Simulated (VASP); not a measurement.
A run of VASP 6.6.1 is set up as follows.

The input INCAR:

```
SYSTEM = SiO2
PREC     = Accurate       ! precision mode
ENCUT    = 520            ! plane-wave cutoff, eV
EDIFF    = 1E-6           ! SCF threshold, eV
ISMEAR   = -1             ! smearing method
SIGMA    = 0.1            ! smearing width, eV
LREAL    = .FALSE.        ! projectors in reciprocal space
LASPH    = .TRUE.         ! aspherical terms in the spheres
NELM     = 60             ! most SCF steps
ALGO     = Normal         ! electronic algorithm
ISIF     = 2              ! what is computed and relaxed
LWAVE    = .FALSE.        ! write WAVECAR
LCHARG   = .FALSE.        ! write CHGCAR
GGA      = PE             ! functional
NBANDS   = 25             ! bands
```

File KPOINTS:

```
regular mesh
0
G
  7 7 10
  0 0 0
```

Contents of POSCAR:

```
SiO2
1.0
    3.8971974887      0.0000000000      0.0000000000
    0.0000000000      3.8971974887      0.0000000000
    0.0000000000      0.0000000000      2.5431771890
Si O
2 4
Direct
    0.0000000000      0.0000000000      0.0000000000
    0.5000000000      0.5000000000      0.5000000000
    0.3010227828      0.3010227828      0.0000000000
    0.6989772172      0.6989772172      0.0000000000
    0.8010227828      0.1989772172      0.5000000000
    0.1989772172      0.8010227828      0.5000000000
```

Potentials or basis: VASP PAW PBE potentials, release 64 (Si, O).

Launch:

```console
$ cat potpaw_PBE.64/Si/POTCAR potpaw_PBE.64/O/POTCAR > POTCAR
$ mpirun -np 1 vasp_std > vasp.out
```

(1) What does it give for the largest force?

(2) Estimate the band gap on the k mesh.

(3) Estimate the pressure.

Results:

(1) 0.008 eV/Å.

(2) 6.98 eV, direct.

(3) 100.4 GPa.
